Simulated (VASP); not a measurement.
The system is AlNi3.

```
Ni Al
1.0
     0.00000    2.83876    2.83876
     2.83876    0.00000    2.83876
     2.83876    2.83876    0.00000
Ni Al
3 1
Direct
  0.75000 0.75000 0.75000
  0.00000 0.00000 0.00000
  0.25000 0.25000 0.25000
  0.50000 0.50000 0.50000
```

Base run:

| Item | Value |
| --- | --- |
| Program | VASP 6.6.1 |
| Functional | LDA |
| Potentials or basis | VASP PAW LDA potentials, release 64 (Ni, Al) |
| Cutoff | 520 eV |
| k mesh | 8 × 8 × 8 |
| Occupations | fermi-dirac, width 0.05 eV |
| Spin | collinear spin, ferromagnetic start |
| Starting moments | [1.0, 1.0, 1.0, 0.0] μB |

Its results: pressure -13.7 GPa; net moment 0.00 μB per cell.

**Question.** The run is repeated on the same cell with these changes: functional from LDA to r2SCAN; potentials or basis from VASP PAW LDA potentials, release 64 (Ni, Al) to VASP PAW PBE potentials, release 64 (Ni, Al). What comes out?

**Answer.** Pressure -7.1 GPa; net moment 0.00 μB per cell.

Caveats: the PAW data sets were made with another functional, which shifts forces and pressure a little (some runs).
